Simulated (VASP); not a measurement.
Set up this calculation in VASP 6.6.1, as the native input.

- Task: single point
- Functional: PBE
- Potentials or basis: VASP PAW PBE potentials, release 64 (Rh_pv, Mo_sv, Ge_d)
- Cutoff: 520 eV
- k mesh: 3 × 3 × 3
- Occupations: methfessel-paxton, width 0.15 eV
- Spin: no spin polarisation
- Dipole correction: no
- Further INCAR settings: ALGO = Normal; EDIFF = 1e-07; NBANDS = 82

The structure of Ge3MoRh lies in POSCAR:

```
Ge3MoRh
1.0
    5.8850400000      0.0069000000      0.0125780000
   -2.9365450000      5.0705740000     -0.0096400000
    0.0117030000     -0.0036000000      5.4822590000
Rh Mo Ge
2 2 6
Direct
    0.3093875229      0.6477556491      0.7679795661
    0.6650117542      0.2973402816      0.2590227573
    0.9953226351      1.0021174930      0.0140641375
   -0.0032413504      0.0045160718      0.5215863214
    0.2102211339      0.3979611375      0.2527562423
    0.7894356192      0.1870184247      0.7510743904
    0.5997996530      0.8108636442      0.2529804676
    0.8213497058      0.5937974735      0.7542621155
    0.1977431404      0.8004698764      0.2392140387
    0.3927687002      0.1757647996      0.7565352399
```

One way to write it, as run:

INCAR

```
  PREC = Accurate
  ENCUT = 520
  EDIFF = 1E-7
  ISMEAR = 1
  SIGMA = 0.15
  LREAL = False
  LASPH = True
  NELM = 100
  ALGO = Normal
  ISIF = 2
  LWAVE = False
  LCHARG = False
  GGA = PE
  NBANDS = 82
```

KPOINTS

```
Automatic mesh
0
Gamma
  3 3 3
```

Potentials or basis: VASP PAW PBE potentials, release 64 (Rh_pv, Mo_sv, Ge_d).

Command:

```sh
$ cat potpaw_PBE.64/Rh_pv/POTCAR potpaw_PBE.64/Mo_sv/POTCAR potpaw_PBE.64/Ge_d/POTCAR > POTCAR
$ mpirun -np 1 vasp_std > vasp.out
```

It gave:

The pressure is 16.5 GPa, the largest force is 1.319 eV/Å and the band gap on the k mesh is zero (band 71 reaches 9.22 eV, above the bottom of band 72 at 9.09 eV).

Caveat: the k points lie up to 0.41 Å⁻¹ apart; forces of over 1 eV/Å act on the atoms, so gaps and moduli don't describe the material at rest.

Run time: 2.9 min on 1 thread of Intel(R) Xeon(R) 6975P-C (Granite Rapids), with other jobs on the host, peak memory 0.38 GiB.
